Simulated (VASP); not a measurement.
# Hf (P6_3/mmc) in VASP: notebook

Hf is run at these levels: PBEsol; tasks: single point.

Program: VASP 6.6.1. These are calculated values, not measurements. Logs are shortened: lines on timing, memory, paths and dates and some standing lists are left out, and cuts for length are marked.

## Step 1: The cell of the first run

It takes space group P6_3/mmc (No. 194, hexagonal). Conventional cell: a = 2.969 Å, b = 2.969 Å, c = 4.753 Å, α = 90.00°, β = 90.00°, γ = 120.00°. Hf (site symmetry -6m2) has 12 Hf at 2.93 to 2.97 Å within 3.9 Å.

## Step 2: Single point, PBEsol (18.15 Å³/atom)

The input, INCAR:

```
SYSTEM = Hf
PREC = Accurate
ENCUT = 520
EDIFF = 1E-6
ISMEAR = 0
SIGMA = 0.05
LREAL = .FALSE.
LASPH = .TRUE.
NELM = 60
ALGO = Fast
ISIF = 2
LWAVE = .FALSE.
LCHARG = .TRUE.
GGA = PS
LELF = .TRUE.
LVHAR = .TRUE.
NBANDS = 17
```

The input, KPOINTS:

```
Automatic mesh
0
G
  18 18 10
  0 0 0
```

The input, POSCAR:

```
Hf
1.0
    2.9692256335      0.0000000000      0.0000000000
   -1.4846128168      2.5714248282      0.0000000000
    0.0000000000      0.0000000000      4.7533537556
Hf
2
Direct
    0.3333333333      0.6666666667      0.2500000000
    0.6666666667      0.3333333333      0.7500000000
```

Potentials or basis: VASP PAW PBE potentials, release 64 (Hf_pv).

Run with:

```
$ cat potpaw_PBE.64/Hf_pv/POTCAR > POTCAR
$ mpirun -np 1 vasp_std > vasp.out
```

OUTCAR:

```text
SYSTEM = Hf
   PREC = Accurate
   ENCUT = 520
   EDIFF = 1E-6
   ISMEAR = 0
   LREAL = .FALSE.
   LASPH = .TRUE.
   NELM = 60
   ISIF = 2
   GGA = PS

 ion  position               nearest neighbor table
   1  0.333  0.667  0.250-   2 2.93   2 2.93   2 2.93   2 2.93   2 2.93   2 2.93
   2  0.667  0.333  0.750-   1 2.93   1 2.93   1 2.93   1 2.93   1 2.93   1 2.93

  LATTYP: Found a hexagonal cell.
 ALAT       =     2.9692256335
 C/A-ratio  =     1.6008732048

  Lattice vectors:

 A1 = (   2.9692256335,   0.0000000000,   0.0000000000)
 A2 = (  -1.4846128168,   2.5714248282,   0.0000000000)
 A3 = (   0.0000000000,   0.0000000000,   4.7533537556)

Analysis of symmetry for initial positions (statically):
=====================================================================
 Subroutine PRICEL returns:
 Original cell was already a primitive cell.

 Routine SETGRP: Setting up the symmetry group for a
 hexagonal supercell.

 Subroutine GETGRP returns: Found 24 space group operations
 (whereof 12 operations were pure point group operations)
 out of a pool of 24 trial point group operations.

The static configuration has the point symmetry D_3d.
 The point group associated with its full space group is D_6h.

Analysis of symmetry for dynamics (positions and initial velocities):
=====================================================================
 Subroutine PRICEL returns:
 Original cell was already a primitive cell.

 Routine SETGRP: Setting up the symmetry group for a
 hexagonal supercell.

 Subroutine GETGRP returns: Found 24 space group operations
 (whereof 12 operations were pure point group operations)
 out of a pool of 24 trial point group operations.

The dynamic configuration has the point symmetry D_3d.
 The point group associated with its full space group is D_6h.

 Subroutine INISYM returns: Found 24 space group operations
 (whereof 12 operations are pure point group operations),
 and found     1 'primitive' translations

----------------------------------------------------------------------------------------

                                     Primitive cell

  volume of cell :      36.2925

  direct lattice vectors                    reciprocal lattice vectors
     2.969225633  0.000000000  0.000000000     0.336788147  0.194444728  0.000000000
    -1.484612817  2.571424828  0.000000000     0.000000000  0.388889455  0.000000000
     0.000000000  0.000000000  4.753353756     0.000000000  0.000000000  0.210377778

  length of vectors
     2.969225633  2.969225634  4.753353756     0.388889455  0.388889455  0.210377778

  position of ions in fractional coordinates (direct lattice)
     0.333333333  0.666666667  0.250000000
     0.666666667  0.333333333  0.750000000

  ion indices of the primitive-cell ions
   primitive index   ion index
                 1           1
                 2           2

----------------------------------------------------------------------------------------

 KPOINTS: Automatic mesh

Automatic generation of k-mesh.
 Grid dimensions read from file:
 generate k-points for:   18   18   10

 Generating k-lattice:

  Cartesian coordinates                     Fractional coordinates (reciprocal lattice)
     0.018710453  0.010802485  0.000000000     0.055555556 -0.000000000  0.000000000
     0.000000000  0.021604970  0.000000000     0.000000000  0.055555556  0.000000000
     0.000000000  0.000000000  0.021037778     0.000000000  0.000000000  0.100000000

  Length of vectors
     0.021604970  0.021604970  0.021037778

  Shift w.r.t. Gamma in fractional coordinates (k-lattice)
     0.000000000  0.000000000  0.000000000

 Subroutine IBZKPT returns following result:
 ===========================================

 Found    222 irreducible k-points:

 Following reciprocal coordinates:
            Coordinates               Weight
  0.000000  0.000000  0.000000      1.000000
  0.055556 -0.000000  0.000000      6.000000
  0.111111 -0.000000  0.000000      6.000000
  0.166667 -0.000000  0.000000      6.000000
  0.222222 -0.000000  0.000000      6.000000
  0.277778 -0.000000  0.000000      6.000000
[... 16 lines left out ...]
  0.333333  0.111111  0.000000     12.000000
  0.388889  0.111111  0.000000     12.000000
 [... further k-points ...]
   k-points           NKPTS =    222   k-points in BZ     NKDIM =    222   number of bands    NBANDS=     17
   number of dos      NEDOS =    301   number of ions     NIONS =      2
   total plane-waves  NPLWV =  20736
   dimension x,y,z NGX =    24 NGY =   24 NGZ =   36
   dimension x,y,z NGXF=    48 NGYF=   48 NGZF=   72
   ions per type =               2
   NGX,Y,Z   is equivalent  to a cutoff of  13.44, 13.44, 12.59 a.u.
   NGXF,Y,Z  is equivalent  to a cutoff of  26.88, 26.88, 25.18 a.u.
 SYSTEM =  Hf
   PREC   = accura    normal or accurate (medium, high low for compatibility)
   ISTART =      0    job   : 0-new  1-cont  2-samecut
   ICHARG =      2    charge: 1-file 2-atom 10-const
   ISPIN  =      1    spin polarized calculation?
   LNONCOLLINEAR =      F non collinear calculations
   LSORBIT =      F    spin-orbit coupling
   LASPH  =      T    aspherical Exc in radial PAW
   ENCUT  =  520.0 eV  38.22 Ry    6.18 a.u.   5.52  5.52  8.84*2*pi/ulx,y,z
   NELM   =     60;   NELMIN=  2; NELMDL= -5     # of ELM steps
   EDIFF  = 0.1E-05   stopping-criterion for ELM
   LREAL  =      F    real-space projection
   EDIFFG = 0.1E-04   stopping-criterion for IOM
   NSW    =      0    number of steps for IOM
   IBRION =     -1    ionic relax: 0-MD 1-quasi-New 2-CG
   NFREE  =      0    steps in history (QN), initial steepest desc. (CG)
   ISIF   =      2    stress and relaxation
   ISYM   =      2    0-nonsym 1-usesym 2-fastsym
   POTIM  = 0.5000    time-step for ionic-motion
   TEBEG  =    0.0;   TEEND  =   0.0 temperature during run
   PSTRESS=    0.0 pullay stress
   NELECT =      20.0000    total number of electrons
   NUPDOWN=      -1.0000    fix difference up-down
   EMIN   =  10.00;   EMAX   =-10.00  energy-range for DOS
   EFERMI =   0.00;   METHOD = LEGACY
   ISMEAR =     0;   SIGMA  =   0.05  broadening in eV -4-tet -1-fermi 0-gaus
   EFERMI_NEDOS =   21; number of points for ismear=-14 and -15
   IALGO  =     68    algorithm
   IMIX   =      4    mixing-type and parameters
     AMIX     =   0.40;   BMIX     =  1.00
     AMIX_MAG =   1.60;   BMIX_MAG =  1.00
  volume/ion in A,a.u.               =      18.15       122.46
  Fermi-wavevector in a.u.,A,eV,Ry     =   1.342185  2.536362 24.510366  1.801461
  Thomas-Fermi vector in A             =   2.470359
   LORBIT       =      0    0 simple, 1 ext, 2 COOP (PROOUT), +10 PAW based schemes
   GGA     = PS    functional components
   LHFCALC =     F    Hartree Fock is set to
   AEXX    =    0.0000 exact exchange contribution
   IVDW    =     0    specifies the selected vdW correction
   LEPSILON=     F    determine dielectric tensor
   LRPA    =     F    only Hartree local field effects (RPA)
 non-spin polarized calculation
 RMM-DIIS sequential band-by-band and
 Gauss-broadening in eV      SIGMA  =   0.05
  energy-cutoff  :      520.00
  volume of cell :       36.29
 maximum number of plane-waves:      1014
 NGX is ok and might be reduce to    24
   NGX = 11   NGY = 11   NGZ = 17

 number of electron      19.9999996 magnetization

 Free energy of the ion-electron system (eV)
  ---------------------------------------------------
  ext. energy  EPLUGINS =         0.00000000
  ---------------------------------------------------
  free energy    TOTEN  =       -20.51737258 eV

  energy without entropy =      -20.51483346  energy(sigma->0) =      -20.51610302

 E-fermi :   6.3238     XC(G=0): -12.3877

 val. band max:        6.3166479535   @ k =   0.2778   0.2778   0.5000
 cond. band min:       6.3248586786   @ k =   0.2222   0.2222   0.4000
 fundamental gap:      0.0082107250
 Fermi energy:         6.3237661230

 k-point     1 :       0.0000    0.0000    0.0000
  band No.  band energies     occupation
      1     -24.7456      2.00000
      2     -23.3028      2.00000
      3     -23.3028      2.00000
      4     -23.0751      2.00000
      5     -23.0750      2.00000
      6     -23.0750      2.00000
[... 9 lines left out ...]
     16       9.4773      0.00000
     17      12.8413      0.00000

 k-point     2 :       0.0556   -0.0000    0.0000
  band No.  band energies     occupation
      1     -24.7300      2.00000
      2     -23.3400      2.00000
      3     -23.3148      2.00000
      4     -23.1144      2.00000
      5     -23.0817      2.00000
      6     -23.0796      2.00000
[... 9 lines left out ...]
     16       9.3514      0.00000
     17      12.9724      0.00000

 k-point     3 :       0.1111   -0.0000    0.0000
  band No.  band energies     occupation
      1     -24.6841      2.00000
      2     -23.4469      2.00000
      3     -23.3487      2.00000
      4     -23.2258      2.00000
      5     -23.1015      2.00000
      6     -23.0934      2.00000
[... 9 lines left out ...]
     16       9.0315      0.00000
     17      13.2226      0.00000

 k-point     4 :       0.1667   -0.0000    0.0000
  band No.  band energies     occupation
      1     -24.6105      2.00000
      2     -23.6098      2.00000
      3     -23.3987      2.00000
      4     -23.3902      2.00000
      5     -23.1350      2.00000
      6     -23.1160      2.00000
[... 9 lines left out ...]
     16       9.5170      0.00000
     17      13.5426      0.00000
[... 343 lines left out ...]
      1     -24.2425      2.00000
      2     -24.1879      2.00000
      3     -23.9894      2.00000
      4     -23.6080      2.00000
      5     -23.3368      2.00000
      6     -23.2916      2.00000
[... 9 lines left out ...]
     16      12.9054      0.00000
     17      13.9087      0.00000

 k-point    23 :       0.3333    0.1111    0.0000
  band No.  band energies     occupation
      1     -24.3318      2.00000
      2     -24.1251      2.00000
      3     -24.0874      2.00000
      4     -23.6768      2.00000
      5     -23.4155      2.00000
      6     -23.3247      2.00000
[... 9 lines left out ...]
     16      13.9761      0.00000
     17      14.0074      0.00000

 k-point    24 :       0.3889    0.1111    0.0000
  band No.  band energies     occupation
      1     -24.4243      2.00000
      2     -24.1508      2.00000
      3     -24.0295      2.00000
      4     -23.7210      2.00000
      5     -23.4856      2.00000
      6     -23.3462      2.00000
[... 9 lines left out ...]
     16      14.0112      0.00000
     17      14.9870      0.00000

 [... further k-points ...]

------------------------ aborting loop because EDIFF is reached ----------------------------------------

  FORCE on cell =-STRESS in cart. coord.  units (eV):
  Direction    XX          YY          ZZ          XY          YZ          ZX
  --------------------------------------------------------------------------------------
  -------------------------------------------------------------------------------------
  Total        5.9140153      5.9140153      5.8748246     -0.0000000      0.0000000      0.0000000
  in kB      261.0813517    261.0813517    259.3512329     -0.0000000      0.0000000      0.0000000
  external PRESSURE =     260.5046455 kB  Pullay stress =       0.0000000 kB

 VOLUME and BASIS-vectors are now :
 -----------------------------------------------------------------------------
  energy-cutoff  :      520.00
  volume of cell :       36.29
      direct lattice vectors                 reciprocal lattice vectors
     2.969225633  0.000000000  0.000000000     0.336788147  0.194444728  0.000000000
    -1.484612817  2.571424828  0.000000000     0.000000000  0.388889455  0.000000000
     0.000000000  0.000000000  4.753353756     0.000000000  0.000000000  0.210377778

 POSITION                                       TOTAL-FORCE (eV/Angst)
 -----------------------------------------------------------------------------------
     -0.00000      1.71428      1.18834         0.000000     -0.000000      0.000000
      1.48461      0.85714      3.56502        -0.000000      0.000000      0.000000
 -----------------------------------------------------------------------------------
    total drift:                               -0.000000      0.000000     -0.000000

  FREE ENERGIE OF THE ION-ELECTRON SYSTEM (eV)
  ---------------------------------------------------
  free  energy   TOTEN  =       -20.5173725780 eV

  energy  without entropy=      -20.5148334564  energy(sigma->0) =      -20.51610302
```

Wall time 2.5 min (1 thread of Intel Xeon 8259CL, shared host); peak memory 0.24 GiB.

What came out:

```
Free energy            : -20.5174 eV
Pressure               : 26.1 GPa
Band gap on the k mesh : zero (bands 10 and 11 overlap by 1.66 eV)
```

Levels at points of the mesh, in eV from the Fermi level:
```
           k point  band 6  band 7  band 8  band 9  band 10  band 11  band 12  band 13  band 14  band 15
(0.00, 0.00, 0.00)  -29.40   -8.07   -4.47    1.17     1.17     1.38     1.52     2.22     2.22     3.15
(0.50, 0.00, 0.00)  -29.58   -3.74   -3.66   -3.02    -0.23     0.75     1.08     2.03     7.47     8.08
(0.00, 0.00, 0.50)  -29.51   -5.72   -5.72    0.01     0.01     1.07     1.07     1.07     1.07     5.90
(0.50, 0.00, 0.50)  -29.78   -4.18   -4.18   -1.52    -1.52     2.11     2.11     3.15     3.15     7.57
```

Caveat: the cell stands under pressure; the PAW data sets were made with another functional, which shifts forces and pressure a little; spin-orbit coupling is left out, which moves the levels of the heavy elements.

## Step 3: Single point, PBEsol (22.47 Å³/atom)

This run uses another cell than the first one, of 22.47 Å³/atom.

The input, INCAR:

```
SYSTEM = Hf
PREC = Accurate
ENCUT = 520
EDIFF = 1E-7
ISMEAR = 0
SIGMA = 0.05
LREAL = .False.
LASPH = .True.
NELM = 60
ALGO = Fast
ISIF = 2
LWAVE = .False.
LCHARG = .False.
GGA = PS
NBANDS = 17
```

The input, KPOINTS:

```
regular mesh
0
Gamma
  16 16 10
  0 0 0
```

The input, POSCAR:

```
Hf
1.0
    3.2047607433      0.0000000000      0.0000000000
   -1.6023803716      2.7754042167      0.0000000000
    0.0000000000      0.0000000000      5.0518374505
Hf
2
Direct
    0.3333333333      0.6666666667      0.2500000000
    0.6666666667      0.3333333333      0.7500000000
```

Potentials or basis: VASP PAW PBE potentials, release 64 (Hf_pv).

Run with:

```
$ cat potpaw_PBE.64/Hf_pv/POTCAR > POTCAR
$ mpirun -np 1 vasp_std > vasp.out
```

Run time: 4 min. Hardware: 1 thread of Intel Xeon 8259CL, shared host; peak memory 0.24 GiB.

It converged, with:

```yaml
Free_energy: -20.9805 eV
Pressure: -4.5 GPa
Band_gap_on_the_k_mesh: zero (bands 10 and 11 overlap by 1.53 eV)
```

Levels at points of the mesh, in eV from the Fermi level:
| k point | band 8 | band 9 | band 10 | band 11 | band 12 | band 13 |
| --- | --- | --- | --- | --- | --- | --- |
| (0.00, 0.00, 0.00) | -3.71 | 0.67 | 1.15 | 1.15 | 1.46 | 1.97 |
| (0.50, 0.00, 0.00) | -2.75 | -2.22 | -0.82 | 0.73 | 0.87 | 1.67 |
| (0.00, 0.00, 0.50) | -5.40 | 0.15 | 0.15 | 1.03 | 1.03 | 1.03 |
| (0.50, 0.00, 0.50) | -3.41 | -0.98 | -0.98 | 1.16 | 1.16 | 2.59 |

Caveat: the cell stands under tension; the PAW data sets were made with another functional, which shifts forces and pressure a little; spin-orbit coupling is left out, which moves the levels of the heavy elements.

## Step 4: Single point, PBEsol (19.01 Å³/atom)

This run uses another cell than the first one, of 19.01 Å³/atom.

The input, INCAR:

```
SYSTEM = Hf
PREC = Accurate
ENCUT = 520
EDIFF = 1E-6
ISMEAR = 0
SIGMA = 0.05
LREAL = .False.
LASPH = .True.
NELM = 100
ALGO = Fast
ISIF = 2
LWAVE = .False.
LCHARG = .True.
GGA = PS
LELF = .True.
LVHAR = .True.
NBANDS = 17
```

The input, KPOINTS:

```
Automatic mesh
0
Gamma
  18 18 10
  0 0 0
```

The input, POSCAR:

```
Hf
1.0
    3.0196710993      0.0000000000      0.0000000000
   -1.5098355496      2.6151118830      0.0000000000
    0.0000000000      0.0000000000      4.8147156150
Hf
2
Direct
    0.3333333333      0.6666666667      0.2500000000
    0.6666666667      0.3333333333      0.7500000000
```

Run with:

```
$ cat potpaw_PBE.64/Hf_pv/POTCAR > POTCAR
$ mpirun -np 1 vasp_std > vasp.out
```

Run time: 2.9 min. Hardware: 1 thread of Intel Xeon 8259CL, shared host; peak memory 0.25 GiB.

Results (log left out):

* Free energy: -20.7523 eV
* Pressure: 17.7 GPa
* Band gap on the k mesh: zero (bands 10 and 11 overlap by 1.53 eV)

Stress tensor (GPa, compression positive):
```
17.71  0.00  0.00
 0.00 17.71  0.00
 0.00  0.00 17.56
```

Levels at points of the mesh, in eV from the Fermi level:
| k point | band 8 | band 9 | band 10 | band 11 | band 12 | band 13 |
| --- | --- | --- | --- | --- | --- | --- |
| (0.00, 0.00, 0.00) | -4.28 | 1.19 | 1.19 | 1.31 | 1.43 | 2.18 |
| (0.50, 0.00, 0.00) | -3.43 | -2.81 | -0.39 | 0.76 | 1.05 | 1.95 |
| (0.00, 0.00, 0.50) | -5.65 | 0.05 | 0.05 | 1.08 | 1.08 | 1.08 |
| (0.50, 0.00, 0.50) | -3.99 | -1.37 | -1.37 | 1.87 | 1.87 | 3.03 |

Caveat: the cell stands under pressure; the PAW data sets were made with another functional, which shifts forces and pressure a little; spin-orbit coupling is left out, which moves the levels of the heavy elements.

(Continued in part 2 of 2.)

The gap in the log of VASP goes by the Fermi energy; the results here count the filled bands.